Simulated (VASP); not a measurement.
Input of a VASP 6.6.1 run:

Contents of INCAR:

```
ALGO     = Normal         # electronic algorithm
EDIFF    = 1E-6           # SCF threshold, eV
ENCUT    = 520            # plane-wave cutoff, eV
GGA      = PE             # functional
ISIF     = 2              # what is computed and relaxed
ISMEAR   = -1             # smearing method
LASPH    = True           # aspherical terms in the spheres
LCHARG   = False          # write CHGCAR
LREAL    = False          # projectors in reciprocal space
LWAVE    = False          # write WAVECAR
NBANDS   = 14             # bands
NELM     = 100            # most SCF steps
PREC     = Accurate       # precision mode
SIGMA    = 0.05           # smearing width, eV
```

File KPOINTS:

```
k-points
0
Gamma
  18 18 18
```

POSCAR

```
Rh
1.0
    0.0000000000      1.8634412961      1.8634412961
    1.8634412961      0.0000000000      1.8634412961
    1.8634412961      1.8634412961      0.0000000000
Rh
1
Direct
    0.0000000000      0.0000000000      0.0000000000
```

Potentials or basis: VASP PAW PBE potentials, release 64 (Rh_pv).

Launch:

```sh
$ cat potpaw_PBE.64/Rh_pv/POTCAR > POTCAR
$ mpirun -np 1 vasp_std > vasp.out
```

Q: What does it give for the pressure?

A: 26.1 GPa.

Q: Estimate the band gap on the k mesh.

A: Zero (an odd number of electrons rules out a gap without spin polarisation).

Caveat: the cell stands under pressure.
